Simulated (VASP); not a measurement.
# WS2 (P6_3/mmc) in VASP: settings compared, part 2 of 3

VASP 6.6.1.

**3. Single point, PBE**

INCAR

```
PREC = Accurate
ENCUT = 520
EDIFF = 1E-6
ISMEAR = 0
SIGMA = 0.01
LREAL = False
LASPH = True
NELM = 60
ALGO = Normal
ISIF = 2
LWAVE = False
LCHARG = False
GGA = PE
NBANDS = 35
```

KPOINTS

```
Automatic mesh
0
Gamma
  6 6 2
```

POSCAR

```
WS2
1.0
    3.1699447091      0.0000000000      0.0000000000
   -1.5849723546      2.7452526467      0.0000000000
    0.0000000000      0.0000000000     12.4911158352
W S
2 4
Direct
    0.3333333333      0.6666666667      0.2500000000
    0.6666666667      0.3333333333      0.7500000000
    0.3333333333      0.6666666667      0.6248924628
    0.6666666667      0.3333333333      0.1248924628
    0.3333333333      0.6666666667      0.8751075372
    0.6666666667      0.3333333333      0.3751075372
```

Potentials or basis: VASP PAW PBE potentials, release 64 (W_sv, S).

Command:

```console
> cat potpaw_PBE.64/W_sv/POTCAR potpaw_PBE.64/S/POTCAR > POTCAR
> mpirun -np 1 vasp_std > vasp.out
```

OUTCAR:

```text
PREC = Accurate
   ENCUT = 520
   EDIFF = 1E-6
   ISMEAR = 0
   LREAL = False
   LASPH = True
   NELM = 60
   ISIF = 2
   GGA = PE

 ion  position               nearest neighbor table
   1  0.333  0.667  0.250-   4 2.41   6 2.41   4 2.41   6 2.41   4 2.41   6 2.41
   2  0.667  0.333  0.750-   3 2.41   5 2.41   3 2.41   5 2.41   3 2.41   5 2.41
   3  0.333  0.667  0.625-   2 2.41   2 2.41   2 2.41
   4  0.667  0.333  0.125-   1 2.41   1 2.41   1 2.41
   5  0.333  0.667  0.875-   2 2.41   2 2.41   2 2.41
   6  0.667  0.333  0.375-   1 2.41   1 2.41   1 2.41

  LATTYP: Found a hexagonal cell.
 ALAT       =     3.1699447091
 C/A-ratio  =     3.9404838196

  Lattice vectors:

 A1 = (   3.1699447091,   0.0000000000,   0.0000000000)
 A2 = (  -1.5849723546,   2.7452526467,   0.0000000000)
 A3 = (   0.0000000000,   0.0000000000,  12.4911158352)

Analysis of symmetry for initial positions (statically):
=====================================================================
 Subroutine PRICEL returns:
 Original cell was already a primitive cell.

 Routine SETGRP: Setting up the symmetry group for a
 hexagonal supercell.

 Subroutine GETGRP returns: Found 24 space group operations
 (whereof 12 operations were pure point group operations)
 out of a pool of 24 trial point group operations.

The static configuration has the point symmetry D_3d.
 The point group associated with its full space group is D_6h.

Analysis of symmetry for dynamics (positions and initial velocities):
=====================================================================
 Subroutine PRICEL returns:
 Original cell was already a primitive cell.

 Routine SETGRP: Setting up the symmetry group for a
 hexagonal supercell.

 Subroutine GETGRP returns: Found 24 space group operations
 (whereof 12 operations were pure point group operations)
 out of a pool of 24 trial point group operations.

The dynamic configuration has the point symmetry D_3d.
 The point group associated with its full space group is D_6h.

 Subroutine INISYM returns: Found 24 space group operations
 (whereof 12 operations are pure point group operations),
 and found     1 'primitive' translations

----------------------------------------------------------------------------------------

                                     Primitive cell

  volume of cell :     108.7014

  direct lattice vectors                    reciprocal lattice vectors
     3.169944709  0.000000000  0.000000000     0.315462916  0.182132599  0.000000000
    -1.584972355  2.745252647  0.000000000     0.000000000  0.364265198  0.000000000
     0.000000000  0.000000000 12.491115835     0.000000000  0.000000000  0.080056899

  length of vectors
     3.169944709  3.169944709 12.491115835     0.364265198  0.364265198  0.080056899

  position of ions in fractional coordinates (direct lattice)
     0.333333333  0.666666667  0.250000000
     0.666666667  0.333333333  0.750000000
     0.333333333  0.666666667  0.624892463
     0.666666667  0.333333333  0.124892463
     0.333333333  0.666666667  0.875107537
     0.666666667  0.333333333  0.375107537

  ion indices of the primitive-cell ions
   primitive index   ion index
                 1           1
                 2           2
                 3           3
                 4           4
                 5           5
                 6           6

[... 37 lines left out ...]
  0.333333  0.000000  0.500000      6.000000
  0.500000  0.000000  0.500000      3.000000
  0.166667  0.166667  0.500000      6.000000
  0.333333  0.166667  0.500000     12.000000
  0.333333  0.333333  0.500000      2.000000
   k-points           NKPTS =     14   k-points in BZ     NKDIM =     14   number of bands    NBANDS=     35
   number of dos      NEDOS =    301   number of ions     NIONS =      6
   total plane-waves  NPLWV =  55296
   dimension x,y,z NGX =    24 NGY =   24 NGZ =   96
   dimension x,y,z NGXF=    48 NGYF=   48 NGZF=  192
   ions per type =               2   4
   NGX,Y,Z   is equivalent  to a cutoff of  12.59, 12.59, 12.78 a.u.
   NGXF,Y,Z  is equivalent  to a cutoff of  25.17, 25.17, 25.55 a.u.
 SYSTEM =  unknown system
   PREC   = accura    normal or accurate (medium, high low for compatibility)
   ISTART =      0    job   : 0-new  1-cont  2-samecut
   ICHARG =      2    charge: 1-file 2-atom 10-const
   ISPIN  =      1    spin polarized calculation?
   LNONCOLLINEAR =      F non collinear calculations
   LSORBIT =      F    spin-orbit coupling
   LASPH  =      T    aspherical Exc in radial PAW
   ENCUT  =  520.0 eV  38.22 Ry    6.18 a.u.   5.89  5.89 23.23*2*pi/ulx,y,z
   NELM   =     60;   NELMIN=  2; NELMDL= -5     # of ELM steps
   EDIFF  = 0.1E-05   stopping-criterion for ELM
   LREAL  =      F    real-space projection
   EDIFFG = 0.1E-04   stopping-criterion for IOM
   NSW    =      0    number of steps for IOM
   IBRION =     -1    ionic relax: 0-MD 1-quasi-New 2-CG
   NFREE  =      0    steps in history (QN), initial steepest desc. (CG)
   ISIF   =      2    stress and relaxation
   ISYM   =      2    0-nonsym 1-usesym 2-fastsym
   POTIM  = 0.5000    time-step for ionic-motion
   TEBEG  =    0.0;   TEEND  =   0.0 temperature during run
   PSTRESS=    0.0 pullay stress
   NELECT =      52.0000    total number of electrons
   NUPDOWN=      -1.0000    fix difference up-down
   EMIN   =  10.00;   EMAX   =-10.00  energy-range for DOS
   EFERMI =   0.00;   METHOD = LEGACY
   ISMEAR =     0;   SIGMA  =   0.01  broadening in eV -4-tet -1-fermi 0-gaus
   EFERMI_NEDOS =   21; number of points for ismear=-14 and -15
   IALGO  =     38    algorithm
   IMIX   =      4    mixing-type and parameters
     AMIX     =   0.40;   BMIX     =  1.00
     AMIX_MAG =   1.60;   BMIX_MAG =  1.00
  volume/ion in A,a.u.               =      18.12       122.26
  Fermi-wavevector in a.u.,A,eV,Ry     =   1.280356  2.419523 22.304200  1.639312
  Thomas-Fermi vector in A             =   2.412789
   LORBIT       =      0    0 simple, 1 ext, 2 COOP (PROOUT), +10 PAW based schemes
   GGA     = PE    functional components
   LHFCALC =     F    Hartree Fock is set to
   AEXX    =    0.0000 exact exchange contribution
   IVDW    =     0    specifies the selected vdW correction
   LEPSILON=     F    determine dielectric tensor
   LRPA    =     F    only Hartree local field effects (RPA)
 non-spin polarized calculation
 Gauss-broadening in eV      SIGMA  =   0.01
  energy-cutoff  :      520.00
  volume of cell :      108.70
 maximum number of plane-waves:      2947
 NGX is ok and might be reduce to    24
   NGX = 11   NGY = 11   NGZ = 47

 number of electron      52.0000003 magnetization

 Free energy of the ion-electron system (eV)
  ---------------------------------------------------
  ext. energy  EPLUGINS =         0.00000000
  ---------------------------------------------------
  free energy    TOTEN  =       -47.26626148 eV

  energy without entropy =      -47.26626148  energy(sigma->0) =      -47.26626148

 E-fermi :   7.2926     XC(G=0): -10.8091

 val. band max:        7.1922907621   @ k =   0.0000   0.0000   0.0000
 cond. band min:       8.2555170510   @ k =   0.1667   0.1667   0.0000
 fundamental gap:      1.0632262889
 Fermi energy:         7.2925632772

 k-point     1 :       0.0000    0.0000    0.0000
  band No.  band energies     occupation
      1     -67.4152      2.00000
      2     -67.4152      2.00000
      3     -31.6666      2.00000
      4     -31.6666      2.00000
      5     -31.5031      2.00000
      6     -31.5031      2.00000
[... 521 lines left out ...]
     34      12.0427      0.00000
     35      13.6384      0.00000

------------------------ aborting loop because EDIFF is reached ----------------------------------------

  FORCE on cell =-STRESS in cart. coord.  units (eV):
  Direction    XX          YY          ZZ          XY          YZ          ZX
  --------------------------------------------------------------------------------------
  -------------------------------------------------------------------------------------
  Total        1.8949128      1.8949128      2.8387828     -0.0000000      0.0000000      0.0000000
  in kB       27.9295902     27.9295902     41.8415247     -0.0000000      0.0000000      0.0000000
  external PRESSURE =      32.5669017 kB  Pullay stress =       0.0000000 kB

 VOLUME and BASIS-vectors are now :
 -----------------------------------------------------------------------------
  energy-cutoff  :      520.00
  volume of cell :      108.70
      direct lattice vectors                 reciprocal lattice vectors
     3.169944709  0.000000000  0.000000000     0.315462916  0.182132599  0.000000000
    -1.584972355  2.745252647  0.000000000     0.000000000  0.364265198  0.000000000
     0.000000000  0.000000000 12.491115835     0.000000000  0.000000000  0.080056899

 POSITION                                       TOTAL-FORCE (eV/Angst)
 -----------------------------------------------------------------------------------
     -0.00000      1.83017      3.12278         0.000000      0.000000      0.000000
      1.58497      0.91508      9.36834        -0.000000     -0.000000      0.000000
     -0.00000      1.83017      7.80560        -0.000000     -0.000000     -0.202613
      1.58497      0.91508      1.56005         0.000000      0.000000     -0.202613
     -0.00000      1.83017     10.93107        -0.000000     -0.000000      0.202613
      1.58497      0.91508      4.68551        -0.000000      0.000000      0.202613
 -----------------------------------------------------------------------------------
    total drift:                               -0.000000      0.000000     -0.000000

  FREE ENERGIE OF THE ION-ELECTRON SYSTEM (eV)
  ---------------------------------------------------
  free  energy   TOTEN  =       -47.2662614787 eV

  energy  without entropy=      -47.2662614787  energy(sigma->0) =      -47.26626148
```

OSZICAR:

```text
N       E                     dE             d eps       ncg     rms          rms(c)
DAV:   1     0.511796007455E+03    0.51180E+03   -0.28337E+04  1052   0.147E+03
DAV:   2    -0.167679153958E+02   -0.52856E+03   -0.51009E+03  1152   0.404E+02
DAV:   3    -0.491817685661E+02   -0.32414E+02   -0.31808E+02  1229   0.961E+01
DAV:   4    -0.499668322525E+02   -0.78506E+00   -0.78200E+00  1176   0.158E+01
DAV:   5    -0.499832884111E+02   -0.16456E-01   -0.16444E-01  1198   0.238E+00    0.380E+01
DAV:   6    -0.476229659408E+02    0.23603E+01   -0.83962E+00  1112   0.193E+01    0.164E+01
DAV:   7    -0.474003429359E+02    0.22262E+00   -0.24732E+00  1077   0.829E+00    0.670E+00
DAV:   8    -0.472665293117E+02    0.13381E+00   -0.38358E-01  1156   0.425E+00    0.209E+00
DAV:   9    -0.472687442376E+02   -0.22149E-02   -0.45424E-02  1168   0.112E+00    0.113E+00
DAV:  10    -0.472667228044E+02    0.20214E-02   -0.24031E-02  1167   0.984E-01    0.381E-01
DAV:  11    -0.472662368007E+02    0.48600E-03   -0.41312E-03  1083   0.381E-01    0.173E-01
DAV:  12    -0.472662304462E+02    0.63544E-05   -0.17437E-04  1133   0.712E-02    0.690E-02
DAV:  13    -0.472662590802E+02   -0.28634E-04   -0.29641E-05  1067   0.303E-02    0.536E-02
DAV:  14    -0.472662618894E+02   -0.28092E-05   -0.19714E-05  1130   0.257E-02    0.300E-02
DAV:  15    -0.472662614787E+02    0.41076E-06   -0.32458E-06   988   0.121E-02
   1 F= -.47266261E+02 E0= -.47266261E+02  d E =-.168896E-47
```

Run time: 34 s. Hardware: 1 thread of Intel Xeon Platinum 8559C (Emerald Rapids), shared host; peak memory 0.23 GiB.

What came out:

- Free energy: -47.2663 eV
- Pressure: 3.3 GPa
- Largest force: 0.203 eV/Å
- Band gap on the k mesh: 1.06 eV (least direct gap 1.77 eV)

Forces in eV/Å, atoms in the order of the input:
```
W    0.000  0.000  0.000
W    0.000  0.000  0.000
S    0.000  0.000 -0.203
S    0.000  0.000 -0.203
S    0.000  0.000  0.203
S    0.000  0.000  0.203
```

Caveat: the cell stands under pressure; spin-orbit coupling is left out, which moves the levels of the heavy elements; this functional lacks dispersion, which binds layers or chains, so the pressure and a relaxed spacing across them are unreliable. Expect the measured gap to be larger: semilocal functionals such as PBE lack the derivative discontinuity.

**4. Single point, PBE**

INCAR

```
  ALGO = Normal
  EDIFF = 1E-6
  ENCUT = 520
  GGA = PE
  ISIF = 2
  ISMEAR = -1
  LASPH = True
  LCHARG = False
  LREAL = False
  LWAVE = False
  NBANDS = 35
  NELM = 60
  PREC = Accurate
  SIGMA = 0.02
```

KPOINTS

```
k-points
0
Gamma
  12 12 2
```

POSCAR is that of step 3.

Potentials or basis: VASP PAW PBE potentials, release 64 (W_sv, S).

Command:

```console
> cat potpaw_PBE.64/W_sv/POTCAR potpaw_PBE.64/S/POTCAR > POTCAR
> mpirun -np 1 vasp_std > vasp.out
```

OUTCAR:

```text
EDIFF = 1E-6
   ENCUT = 520
   GGA = PE
   ISIF = 2
   ISMEAR = -1
   LASPH = True
   LREAL = False
   NELM = 60
   PREC = Accurate

 ion  position               nearest neighbor table
   1  0.333  0.667  0.250-   4 2.41   6 2.41   4 2.41   6 2.41   4 2.41   6 2.41
   2  0.667  0.333  0.750-   3 2.41   5 2.41   3 2.41   5 2.41   3 2.41   5 2.41
   3  0.333  0.667  0.625-   2 2.41   2 2.41   2 2.41
   4  0.667  0.333  0.125-   1 2.41   1 2.41   1 2.41
   5  0.333  0.667  0.875-   2 2.41   2 2.41   2 2.41
   6  0.667  0.333  0.375-   1 2.41   1 2.41   1 2.41

  LATTYP: Found a hexagonal cell.
 ALAT       =     3.1699447091
 C/A-ratio  =     3.9404838196

  Lattice vectors:

 A1 = (   3.1699447091,   0.0000000000,   0.0000000000)
 A2 = (  -1.5849723546,   2.7452526467,   0.0000000000)
 A3 = (   0.0000000000,   0.0000000000,  12.4911158352)

Analysis of symmetry for initial positions (statically):
=====================================================================
 Subroutine PRICEL returns:
 Original cell was already a primitive cell.

 Routine SETGRP: Setting up the symmetry group for a
 hexagonal supercell.

 Subroutine GETGRP returns: Found 24 space group operations
 (whereof 12 operations were pure point group operations)
 out of a pool of 24 trial point group operations.

The static configuration has the point symmetry D_3d.
 The point group associated with its full space group is D_6h.

Analysis of symmetry for dynamics (positions and initial velocities):
=====================================================================
 Subroutine PRICEL returns:
 Original cell was already a primitive cell.

 Routine SETGRP: Setting up the symmetry group for a
 hexagonal supercell.

 Subroutine GETGRP returns: Found 24 space group operations
[... 124 lines left out ...]
   NUPDOWN=      -1.0000    fix difference up-down
   EMIN   =  10.00;   EMAX   =-10.00  energy-range for DOS
   EFERMI =   0.00;   METHOD = LEGACY
   ISMEAR =    -1;   SIGMA  =   0.02  broadening in eV -4-tet -1-fermi 0-gaus
   EFERMI_NEDOS =   21; number of points for ismear=-14 and -15
   IALGO  =     38    algorithm
   IMIX   =      4    mixing-type and parameters
     AMIX     =   0.40;   BMIX     =  1.00
     AMIX_MAG =   1.60;   BMIX_MAG =  1.00
  volume/ion in A,a.u.               =      18.12       122.26
  Fermi-wavevector in a.u.,A,eV,Ry     =   1.280356  2.419523 22.304200  1.639312
  Thomas-Fermi vector in A             =   2.412789
   LORBIT       =      0    0 simple, 1 ext, 2 COOP (PROOUT), +10 PAW based schemes
   GGA     = PE    functional components
   LHFCALC =     F    Hartree Fock is set to
   AEXX    =    0.0000 exact exchange contribution
   IVDW    =     0    specifies the selected vdW correction
   LEPSILON=     F    determine dielectric tensor
   LRPA    =     F    only Hartree local field effects (RPA)
 non-spin polarized calculation
  energy-cutoff  :      520.00
  volume of cell :      108.70
 maximum number of plane-waves:      2947
 NGX is ok and might be reduce to    24
   NGX = 11   NGY = 11   NGZ = 47

 number of electron      52.0000003 magnetization

 Free energy of the ion-electron system (eV)
  ---------------------------------------------------
  ext. energy  EPLUGINS =         0.00000000
  ---------------------------------------------------
  free energy    TOTEN  =       -47.27013067 eV

  energy without entropy =      -47.27013067  energy(sigma->0) =      -47.27013067

 E-fermi :   7.7987     XC(G=0): -10.8091

 val. band max:        7.1928704307   @ k =   0.0000   0.0000   0.0000
 cond. band min:       8.2547275329   @ k =   0.1667   0.1667   0.0000
 fundamental gap:      1.0618571021
 Fermi energy:         7.7987472908

 k-point     1 :       0.0000    0.0000    0.0000
  band No.  band energies     occupation
      1     -67.4169      2.00000
      2     -67.4169      2.00000
      3     -31.6653      2.00000
      4     -31.6652      2.00000
      5     -31.5060      2.00000
      6     -31.5060      2.00000
[... 901 lines left out ...]
     34      11.0973      0.00000
     35      13.1790      0.00000

 [... further k-points ...]
[... 5 lines left out ...]
  --------------------------------------------------------------------------------------
  -------------------------------------------------------------------------------------
  Total        1.8941472      1.8941472      2.8257323     -0.0000000     -0.0000000     -0.0000000
  in kB       27.9183061     27.9183061     41.6491709     -0.0000000     -0.0000000     -0.0000000
  external PRESSURE =      32.4952610 kB  Pullay stress =       0.0000000 kB

 VOLUME and BASIS-vectors are now :
 -----------------------------------------------------------------------------
  energy-cutoff  :      520.00
  volume of cell :      108.70
      direct lattice vectors                 reciprocal lattice vectors
     3.169944709  0.000000000  0.000000000     0.315462916  0.182132599  0.000000000
    -1.584972355  2.745252647  0.000000000     0.000000000  0.364265198  0.000000000
     0.000000000  0.000000000 12.491115835     0.000000000  0.000000000  0.080056899

 POSITION                                       TOTAL-FORCE (eV/Angst)
 -----------------------------------------------------------------------------------
     -0.00000      1.83017      3.12278        -0.000000     -0.000000     -0.000000
      1.58497      0.91508      9.36834        -0.000000      0.000000     -0.000000
     -0.00000      1.83017      7.80560        -0.000000      0.000000     -0.197962
      1.58497      0.91508      1.56005         0.000000     -0.000000     -0.197962
     -0.00000      1.83017     10.93107        -0.000000      0.000000      0.197962
      1.58497      0.91508      4.68551         0.000000     -0.000000      0.197962
 -----------------------------------------------------------------------------------
    total drift:                               -0.000000      0.000000     -0.000000

  FREE ENERGIE OF THE ION-ELECTRON SYSTEM (eV)
  ---------------------------------------------------
  free  energy   TOTEN  =       -47.2701306745 eV

  energy  without entropy=      -47.2701306745  energy(sigma->0) =      -47.27013067
```

OSZICAR:

```text
N       E                     dE             d eps       ncg     rms          rms(c)
DAV:   1     0.516322810640E+03    0.51632E+03   -0.28383E+04  2916   0.148E+03
DAV:   2    -0.155201290062E+02   -0.53184E+03   -0.51339E+03  3070   0.409E+02
DAV:   3    -0.491445372695E+02   -0.33624E+02   -0.33049E+02  3295   0.977E+01
DAV:   4    -0.499733940672E+02   -0.82886E+00   -0.82547E+00  3215   0.160E+01
DAV:   5    -0.499904346878E+02   -0.17041E-01   -0.17031E-01  3212   0.245E+00    0.380E+01
DAV:   6    -0.476268309808E+02    0.23636E+01   -0.83520E+00  3010   0.194E+01    0.164E+01
DAV:   7    -0.474035611149E+02    0.22327E+00   -0.25323E+00  2903   0.830E+00    0.671E+00
DAV:   8    -0.472703376524E+02    0.13322E+00   -0.38142E-01  3037   0.425E+00    0.209E+00
DAV:   9    -0.472726888819E+02   -0.23512E-02   -0.47238E-02  3179   0.113E+00    0.114E+00
DAV:  10    -0.472706281494E+02    0.20607E-02   -0.24886E-02  3144   0.100E+00    0.385E-01
DAV:  11    -0.472701137077E+02    0.51444E-03   -0.43725E-03  2887   0.397E-01    0.180E-01
DAV:  12    -0.472701006956E+02    0.13012E-04   -0.18275E-04  3044   0.756E-02    0.708E-02
DAV:  13    -0.472701281632E+02   -0.27468E-04   -0.29930E-05  2946   0.308E-02    0.547E-02
DAV:  14    -0.472701312685E+02   -0.31054E-05   -0.22538E-05  3028   0.275E-02    0.316E-02
DAV:  15    -0.472701306745E+02    0.59404E-06   -0.37047E-06  2760   0.129E-02
   1 F= -.47270131E+02 E0= -.47270131E+02  d E =-.249015E-11
```

Run time: 83 s. Hardware: 1 thread of Intel Xeon Platinum 8559C (Emerald Rapids), shared host; peak memory 0.27 GiB.

Results:

* Free energy: -47.2701 eV
* Pressure: 3.2 GPa
* Largest force: 0.198 eV/Å
* Band gap on the k mesh: 1.06 eV (least direct gap 1.78 eV)

Forces in eV/Å, atoms in the order of the input:
```
W    0.000  0.000  0.000
W    0.000  0.000  0.000
S    0.000  0.000 -0.198
S    0.000  0.000 -0.198
S    0.000  0.000  0.198
S    0.000  0.000  0.198
```

Caveat: the cell stands under pressure; spin-orbit coupling is left out, which moves the levels of the heavy elements; this functional lacks dispersion, which binds layers or chains, so the pressure and a relaxed spacing across them are unreliable. Expect the measured gap to be larger: semilocal functionals such as PBE lack the derivative discontinuity.

(Continued in part 3 of 3.)
